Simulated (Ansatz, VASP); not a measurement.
## One calculation of Ge, two programs

```
Ge
1.0
     0.00000    2.81086    2.81086
     2.81086    0.00000    2.81086
     2.81086    2.81086    0.00000
Ge
2
Direct
  0.00000 0.00000 0.00000
  0.25000 0.25000 0.25000
```

Alike in both runs: functional LDA; k mesh 12 × 12 × 12; occupations gaussian, width 0.1 eV; no spin polarisation.

Ansatz relaxed the structure, and its values are those at the end. VASP's run is a single point on that final structure, the one shown.

|  | VASP | Ansatz |
| --- | --- | --- |
| version | VASP 6.6.1 | Ansatz 0.2.0 |
| potentials or method | VASP PAW LDA potentials, release 64 (Ge_d), cutoff 520 eV | scalar-relativistic, plane waves, PAW |
| valence electrons in the cell | 28 | 28 |

```tsv
	VASP	Ansatz	Ansatz less VASP
gap on the k mesh at the Fermi level (eV)	none	none	-
pressure (GPa)	0.2	0.0	-0.20
```

LDA's correlation is that of Perdew and Zunger in VASP and of Perdew and Wang (1992) in Ansatz. A gap of «none» marks a metal or a gap that the smearing closes.
